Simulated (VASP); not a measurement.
# Pd (Fd-3m) in VASP: notebook

Runs on Pd. Level: LDA. Tasks: single point.

Program: VASP 6.6.1. These are calculated values, not measurements. Logs are shortened: lines on timing, memory, paths and dates and some standing lists are left out, and cuts for length are marked.

**1. The cell of the first run**

The structure is cubic, space group Fd-3m (No. 227). Conventional cell: a = 5.127 Å, b = 5.127 Å, c = 5.127 Å, α = 90.00°, β = 90.00°, γ = 90.00°. Within 2.9 Å of Pd (site symmetry -43m) lie 4 Pd at 2.22 Å.

**2. Single point, LDA (volume scaled by 0.76)**

INCAR reads:

```
PREC = Accurate ; ENCUT = 520
EDIFF = 1E-7 ; ISMEAR = -1
SIGMA = 0.1 ; LREAL = False
LASPH = True ; NELM = 80
ALGO = Normal ; ISIF = 2
LWAVE = False ; LCHARG = False
NBANDS = 17
```

KPOINTS reads:

```
regular mesh
0
Gamma
  13 13 13
```

POSCAR reads:

```
Pd
1.0
    0.0000000000      2.5633797456      2.5633797456
    2.5633797456      0.0000000000      2.5633797456
    2.5633797456      2.5633797456      0.0000000000
Pd
2
Direct
   -0.1250000000     -0.1250000000     -0.1250000000
    0.1250000000      0.1250000000      0.1250000000
```

Potentials or basis: VASP PAW LDA potentials, release 64 (Pd).

On the command line:

```sh
> cat potpaw_LDA.64/Pd/POTCAR > POTCAR
> mpirun -np 1 vasp_std > vasp.out
```

OUTCAR:

```text
PREC = Accurate
   ENCUT = 520
   EDIFF = 1E-7
   ISMEAR = -1
   LREAL = False
   LASPH = True
   NELM = 80
   ISIF = 2

 ion  position               nearest neighbor table
   1  0.875  0.875  0.875-   2 2.22   2 2.22   2 2.22   2 2.22
   2  0.125  0.125  0.125-   1 2.22   1 2.22   1 2.22   1 2.22

  LATTYP: Found a face centered cubic cell.
 ALAT       =     5.1267594912

  Lattice vectors:

 A1 = (   0.0000000000,   2.5633797456,   2.5633797456)
 A2 = (   2.5633797456,   0.0000000000,   2.5633797456)
 A3 = (   2.5633797456,   2.5633797456,   0.0000000000)

Analysis of symmetry for initial positions (statically):
=====================================================================
 Subroutine PRICEL returns:
 Original cell was already a primitive cell.

 Routine SETGRP: Setting up the symmetry group for a
 face centered cubic supercell.

 Subroutine GETGRP returns: Found 48 space group operations
 (whereof 12 operations were pure point group operations)
 out of a pool of 48 trial point group operations.

The static configuration has the point symmetry D_3d.
 The point group associated with its full space group is O_h .

Analysis of symmetry for dynamics (positions and initial velocities):
=====================================================================
 Subroutine PRICEL returns:
 Original cell was already a primitive cell.

 Routine SETGRP: Setting up the symmetry group for a
 face centered cubic supercell.

 Subroutine GETGRP returns: Found 48 space group operations
 (whereof 12 operations were pure point group operations)
 out of a pool of 48 trial point group operations.

The dynamic configuration has the point symmetry D_3d.
 The point group associated with its full space group is O_h .

 Subroutine INISYM returns: Found 48 space group operations
 (whereof 12 operations are pure point group operations),
 and found     1 'primitive' translations

----------------------------------------------------------------------------------------

                                     Primitive cell

  volume of cell :      33.6875

  direct lattice vectors                    reciprocal lattice vectors
     0.000000000  2.563379746  2.563379746    -0.195054986  0.195054986  0.195054986
     2.563379746  0.000000000  2.563379746     0.195054986 -0.195054986  0.195054986
     2.563379746  2.563379746  0.000000000     0.195054986  0.195054986 -0.195054986
[... 75 lines left out ...]
   PREC   = accura    normal or accurate (medium, high low for compatibility)
   ISTART =      0    job   : 0-new  1-cont  2-samecut
   ICHARG =      2    charge: 1-file 2-atom 10-const
   ISPIN  =      1    spin polarized calculation?
   LNONCOLLINEAR =      F non collinear calculations
   LSORBIT =      F    spin-orbit coupling
   LASPH  =      T    aspherical Exc in radial PAW
   ENCUT  =  520.0 eV  38.22 Ry    6.18 a.u.   6.74  6.74  6.74*2*pi/ulx,y,z
   NELM   =     80;   NELMIN=  2; NELMDL= -5     # of ELM steps
   EDIFF  = 0.1E-06   stopping-criterion for ELM
   LREAL  =      F    real-space projection
   EDIFFG = 0.1E-05   stopping-criterion for IOM
   NSW    =      0    number of steps for IOM
   IBRION =     -1    ionic relax: 0-MD 1-quasi-New 2-CG
   NFREE  =      0    steps in history (QN), initial steepest desc. (CG)
   ISIF   =      2    stress and relaxation
   ISYM   =      2    0-nonsym 1-usesym 2-fastsym
   POTIM  = 0.5000    time-step for ionic-motion
   TEBEG  =    0.0;   TEEND  =   0.0 temperature during run
   PSTRESS=    0.0 pullay stress
   NELECT =      20.0000    total number of electrons
   NUPDOWN=      -1.0000    fix difference up-down
   EMIN   =  10.00;   EMAX   =-10.00  energy-range for DOS
   EFERMI =   0.00;   METHOD = LEGACY
   ISMEAR =    -1;   SIGMA  =   0.10  broadening in eV -4-tet -1-fermi 0-gaus
   EFERMI_NEDOS =   21; number of points for ismear=-14 and -15
   IALGO  =     38    algorithm
   IMIX   =      4    mixing-type and parameters
     AMIX     =   0.40;   BMIX     =  1.00
     AMIX_MAG =   1.60;   BMIX_MAG =  1.00
  volume/ion in A,a.u.               =      16.84       113.67
  Fermi-wavevector in a.u.,A,eV,Ry     =   1.375926  2.600124 25.758190  1.893174
  Thomas-Fermi vector in A             =   2.501218
   LORBIT       =      0    0 simple, 1 ext, 2 COOP (PROOUT), +10 PAW based schemes
   GGA     = CA    functional components
   LHFCALC =     F    Hartree Fock is set to
   AEXX    =    0.0000 exact exchange contribution
   IVDW    =     0    specifies the selected vdW correction
   LEPSILON=     F    determine dielectric tensor
   LRPA    =     F    only Hartree local field effects (RPA)
 non-spin polarized calculation
  energy-cutoff  :      520.00
  volume of cell :       33.69
 maximum number of plane-waves:       926
   NGX = 13   NGY = 13   NGZ = 13

 number of electron      20.0000006 magnetization

 Free energy of the ion-electron system (eV)
  ---------------------------------------------------
  ext. energy  EPLUGINS =         0.00000000
  ---------------------------------------------------
  free energy    TOTEN  =        -8.97482440 eV

  energy without entropy =       -8.83975238  energy(sigma->0) =       -8.90728839

 E-fermi :   8.5009     XC(G=0): -12.3706

 val. band max:        8.4952484693   @ k =  -0.3846   0.4615   0.1538
 cond. band min:       8.5033215497   @ k =  -0.2308   0.0769   0.0000
 fundamental gap:      0.0080730804
 Fermi energy:         8.5008869892

 k-point     1 :       0.0000    0.0000    0.0000
  band No.  band energies     occupation
      1       1.6375      2.00000
      2       2.7358      2.00000
      3       2.7358      2.00000
      4       3.2444      2.00000
      5       3.2444      2.00000
      6       3.2444      2.00000
[... 457 lines left out ...]
      4       3.4823      2.00000
      5       4.0640      2.00000
      6       4.0931      2.00000
[... 9 lines left out ...]
     16      24.7919      0.00000
     17      25.3695      0.00000

 [... further k-points ...]
[... 5 lines left out ...]
  --------------------------------------------------------------------------------------
  -------------------------------------------------------------------------------------
  Total       10.8252923     10.8252923     10.8252923      0.0000000      0.0000000     -0.0000000
  in kB      514.8507775    514.8507775    514.8507775      0.0000000      0.0000000     -0.0000000
  external PRESSURE =     514.8507775 kB  Pullay stress =       0.0000000 kB

 VOLUME and BASIS-vectors are now :
 -----------------------------------------------------------------------------
  energy-cutoff  :      520.00
  volume of cell :       33.69
      direct lattice vectors                 reciprocal lattice vectors
     0.000000000  2.563379746  2.563379746    -0.195054986  0.195054986  0.195054986
     2.563379746  0.000000000  2.563379746     0.195054986 -0.195054986  0.195054986
     2.563379746  2.563379746  0.000000000     0.195054986  0.195054986 -0.195054986

 POSITION                                       TOTAL-FORCE (eV/Angst)
 -----------------------------------------------------------------------------------
      4.48591      4.48591      4.48591         0.000000     -0.000000      0.000000
      0.64084      0.64084      0.64084        -0.000000      0.000000     -0.000000
 -----------------------------------------------------------------------------------
    total drift:                                0.000000     -0.000000     -0.000000

  FREE ENERGIE OF THE ION-ELECTRON SYSTEM (eV)
  ---------------------------------------------------
  free  energy   TOTEN  =        -8.9748243977 eV

  energy  without entropy=       -8.8397523809  energy(sigma->0) =       -8.90728839
```

OSZICAR:

```text
N       E                     dE             d eps       ncg     rms          rms(c)
DAV:   1     0.110155176770E+03    0.11016E+03   -0.10359E+04  2856   0.114E+03
DAV:   2    -0.749499874820E+01   -0.11765E+03   -0.11101E+03  2987   0.250E+02
DAV:   3    -0.944067452357E+01   -0.19457E+01   -0.19378E+01  3449   0.364E+01
DAV:   4    -0.945704651945E+01   -0.16372E-01   -0.16370E-01  3477   0.308E+00
DAV:   5    -0.945738533487E+01   -0.33882E-03   -0.33881E-03  3533   0.474E-01    0.187E+01
DAV:   6    -0.905652615988E+01    0.40086E+00   -0.96914E-01  3416   0.850E+00    0.110E+01
DAV:   7    -0.898713231261E+01    0.69394E-01   -0.17053E-02  3555   0.109E+00    0.430E+00
DAV:   8    -0.897477220738E+01    0.12360E-01   -0.37912E-03  3603   0.376E-01    0.951E-02
DAV:   9    -0.897482203268E+01   -0.49825E-04   -0.14342E-04  3401   0.102E-01    0.242E-02
DAV:  10    -0.897482438454E+01   -0.23519E-05   -0.27244E-06  3860   0.113E-02    0.419E-03
DAV:  11    -0.897482439770E+01   -0.13166E-07   -0.14135E-07  2884   0.303E-03
   1 F= -.89748244E+01 E0= -.89072884E+01  d E =-.135072E+00
```

It took 32 s on 1 thread of Intel Xeon Platinum 8488C (Sapphire Rapids), shared host; peak memory 0.17 GiB.

What came out:

| Property | Result |
| --- | --- |
| Free energy | -8.9748 eV |
| Pressure | 51.5 GPa |
| Band gap on the k mesh | zero (band 10 reaches 8.68 eV, above the bottom of band 11 at 8.00 eV) |

**3. Single point, LDA (volume scaled by 0.84)**

INCAR reads:

```
PREC = Accurate
ENCUT = 520
EDIFF = 1E-6
ISMEAR = -1
SIGMA = 0.1
LREAL = False
LASPH = True
NELM = 60
ALGO = Normal
ISIF = 2
LWAVE = False
LCHARG = False
NBANDS = 17
```

KPOINTS is that of step 2.

POSCAR reads:

```
Pd
1.0
    0.0000000000      2.6503395232      2.6503395232
    2.6503395232      0.0000000000      2.6503395232
    2.6503395232      2.6503395232      0.0000000000
Pd
2
Direct
   -0.1250000000     -0.1250000000     -0.1250000000
    0.1250000000      0.1250000000      0.1250000000
```

Potentials or basis: VASP PAW LDA potentials, release 64 (Pd).

On the command line:

```sh
> cat potpaw_LDA.64/Pd/POTCAR > POTCAR
> mpirun -np 1 vasp_std > vasp.out
```

OUTCAR:

```text
PREC = Accurate
   ENCUT = 520
   EDIFF = 1E-6
   ISMEAR = -1
   LREAL = False
   LASPH = True
   NELM = 60
   ISIF = 2

 ion  position               nearest neighbor table
   1  0.875  0.875  0.875-   2 2.30   2 2.30   2 2.30   2 2.30
   2  0.125  0.125  0.125-   1 2.30   1 2.30   1 2.30   1 2.30

  LATTYP: Found a face centered cubic cell.
 ALAT       =     5.3006790464

  Lattice vectors:

 A1 = (   0.0000000000,   2.6503395232,   2.6503395232)
 A2 = (   2.6503395232,   0.0000000000,   2.6503395232)
 A3 = (   2.6503395232,   2.6503395232,   0.0000000000)

Analysis of symmetry for initial positions (statically):
=====================================================================
 Subroutine PRICEL returns:
 Original cell was already a primitive cell.

 Routine SETGRP: Setting up the symmetry group for a
 face centered cubic supercell.

 Subroutine GETGRP returns: Found 48 space group operations
 (whereof 12 operations were pure point group operations)
 out of a pool of 48 trial point group operations.

The static configuration has the point symmetry D_3d.
 The point group associated with its full space group is O_h .

Analysis of symmetry for dynamics (positions and initial velocities):
=====================================================================
 Subroutine PRICEL returns:
 Original cell was already a primitive cell.

 Routine SETGRP: Setting up the symmetry group for a
 face centered cubic supercell.

 Subroutine GETGRP returns: Found 48 space group operations
 (whereof 12 operations were pure point group operations)
 out of a pool of 48 trial point group operations.

The dynamic configuration has the point symmetry D_3d.
 The point group associated with its full space group is O_h .

 Subroutine INISYM returns: Found 48 space group operations
 (whereof 12 operations are pure point group operations),
[... 104 lines left out ...]
   POTIM  = 0.5000    time-step for ionic-motion
   TEBEG  =    0.0;   TEEND  =   0.0 temperature during run
   PSTRESS=    0.0 pullay stress
   NELECT =      20.0000    total number of electrons
   NUPDOWN=      -1.0000    fix difference up-down
   EMIN   =  10.00;   EMAX   =-10.00  energy-range for DOS
   EFERMI =   0.00;   METHOD = LEGACY
   ISMEAR =    -1;   SIGMA  =   0.10  broadening in eV -4-tet -1-fermi 0-gaus
   EFERMI_NEDOS =   21; number of points for ismear=-14 and -15
   IALGO  =     38    algorithm
   IMIX   =      4    mixing-type and parameters
     AMIX     =   0.40;   BMIX     =  1.00
     AMIX_MAG =   1.60;   BMIX_MAG =  1.00
  volume/ion in A,a.u.               =      18.62       125.63
  Fermi-wavevector in a.u.,A,eV,Ry     =   1.330781  2.514812 24.095626  1.770979
  Thomas-Fermi vector in A             =   2.459842
   LORBIT       =      0    0 simple, 1 ext, 2 COOP (PROOUT), +10 PAW based schemes
   GGA     = CA    functional components
   LHFCALC =     F    Hartree Fock is set to
   AEXX    =    0.0000 exact exchange contribution
   IVDW    =     0    specifies the selected vdW correction
   LEPSILON=     F    determine dielectric tensor
   LRPA    =     F    only Hartree local field effects (RPA)
 non-spin polarized calculation
  energy-cutoff  :      520.00
  volume of cell :       37.23
 maximum number of plane-waves:      1018
   NGX = 13   NGY = 13   NGZ = 13

 number of electron      19.9999999 magnetization

 Free energy of the ion-electron system (eV)
  ---------------------------------------------------
  ext. energy  EPLUGINS =         0.00000000
  ---------------------------------------------------
  free energy    TOTEN  =        -9.80478399 eV

  energy without entropy =       -9.65695416  energy(sigma->0) =       -9.73086907

 E-fermi :   6.9695     XC(G=0): -11.7972

 val. band max:        6.9607182573   @ k =  -0.3846   0.4615   0.1538
 cond. band min:       6.9790598852   @ k =  -0.3077   0.3846   0.0769
 fundamental gap:      0.0183416279
 Fermi energy:         6.9695403412

 k-point     1 :       0.0000    0.0000    0.0000
  band No.  band energies     occupation
      1       0.8022      2.00000
      2       1.9961      2.00000
      3       1.9961      2.00000
      4       2.3534      2.00000
      5       2.3534      2.00000
      6       2.3534      2.00000
[... 457 lines left out ...]
      4       2.6447      2.00000
      5       3.0112      2.00000
      6       3.0978      2.00000
[... 9 lines left out ...]
     16      22.6439      0.00000
     17      23.0540      0.00000

 [... further k-points ...]
[... 5 lines left out ...]
  --------------------------------------------------------------------------------------
  -------------------------------------------------------------------------------------
  Total        5.9136612      5.9136612      5.9136612     -0.0000000     -0.0000000      0.0000000
  in kB      254.4675981    254.4675981    254.4675981     -0.0000000     -0.0000000      0.0000000
  external PRESSURE =     254.4675981 kB  Pullay stress =       0.0000000 kB

 VOLUME and BASIS-vectors are now :
 -----------------------------------------------------------------------------
  energy-cutoff  :      520.00
  volume of cell :       37.23
      direct lattice vectors                 reciprocal lattice vectors
     0.000000000  2.650339523  2.650339523    -0.188655074  0.188655074  0.188655074
     2.650339523  0.000000000  2.650339523     0.188655074 -0.188655074  0.188655074
     2.650339523  2.650339523  0.000000000     0.188655074  0.188655074 -0.188655074

 POSITION                                       TOTAL-FORCE (eV/Angst)
 -----------------------------------------------------------------------------------
      4.63809      4.63809      4.63809        -0.000000     -0.000000     -0.000000
      0.66258      0.66258      0.66258         0.000000      0.000000      0.000000
 -----------------------------------------------------------------------------------
    total drift:                                0.000000     -0.000000     -0.000000

  FREE ENERGIE OF THE ION-ELECTRON SYSTEM (eV)
  ---------------------------------------------------
  free  energy   TOTEN  =        -9.8047839891 eV

  energy  without entropy=       -9.6569541594  energy(sigma->0) =       -9.73086907
```

stdout:

```text
POSCAR found type information on POSCAR Pd
 POSCAR found :  1 types and       2 ions
 scaLAPACK will be used
 LDA part: xc-table for (Slater(with rela. corr.)+CA(PZ))
 , standard interpolation
 POSCAR, INCAR and KPOINTS ok, starting setup
 FFT: planning ... GRIDC
 FFT: planning ... GRID_SOFT
 FFT: planning ... GRID
 WAVECAR not read
 entering main loop
```

Run time: 27 s. Hardware: 1 thread of Intel Xeon Platinum 8488C (Sapphire Rapids), shared host; peak memory 0.17 GiB.

What came out:

| Item | Value |
| --- | --- |
| Free energy | -9.8048 eV |
| Pressure | 25.4 GPa |
| Band gap on the k mesh | zero (band 10 reaches 7.12 eV, above the bottom of band 11 at 6.52 eV) |

**4. Single point, LDA (volume scaled by 0.92)**

INCAR reads:

```
PREC = Accurate
ENCUT = 520
EDIFF = 1E-6
ISMEAR = -1
SIGMA = 0.1
LREAL = F
LASPH = T
NELM = 100
ALGO = Normal
ISIF = 2
LWAVE = F
LCHARG = T
LELF = T
LVHAR = T
NBANDS = 17
```

KPOINTS reads:

```
Automatic mesh
0
Gamma
  13 13 13
```

POSCAR reads:

```
Pd
1.0
    0.0000000000      2.7319391812      2.7319391812
    2.7319391812      0.0000000000      2.7319391812
    2.7319391812      2.7319391812      0.0000000000
Pd
2
Direct
   -0.1250000000     -0.1250000000     -0.1250000000
    0.1250000000      0.1250000000      0.1250000000
```

On the command line:

```sh
> cat potpaw_LDA.64/Pd/POTCAR > POTCAR
> mpirun -np 1 vasp_std > vasp.out
```

Wall time 39 s (1 thread of Intel Xeon Platinum 8488C (Sapphire Rapids), shared host); peak memory 0.18 GiB.

The run converged. Its results:

- Free energy: -10.1790 eV
- Pressure: 9.5 GPa
- Band gap on the k mesh: zero (band 10 reaches 5.84 eV, above the bottom of band 11 at 5.32 eV)

Levels at points of the mesh, in eV from the Fermi level:
```tsv
k point	band 6	band 7	band 8	band 9	band 10	band 11	band 12	band 13	band 14	band 15
(0.00, 0.00, 0.00)	-4.09	-1.75	-1.75	-1.75	-0.16	-0.16	12.89	12.89	12.89	12.99
```

**5. Summary**

```csv
cell,gap on the mesh (eV),pressure (GPa)
"a = 3.625 Å, angles 60.0°, 2 atoms",none,51.5
"a = 3.748 Å, angles 60.0°, 2 atoms",none,25.4
"a = 3.864 Å, angles 60.0°, 2 atoms",none,9.5
```

Alike in all rows: task single point; level LDA; potentials or basis VASP PAW LDA potentials, release 64 (Pd); no spin polarisation; k mesh 13 × 13 × 13; cutoff (eV) 520; smearing fermi-dirac 0.1 eV.

Total energies depend on the potentials used, so only differences within one code and one set of settings carry meaning.
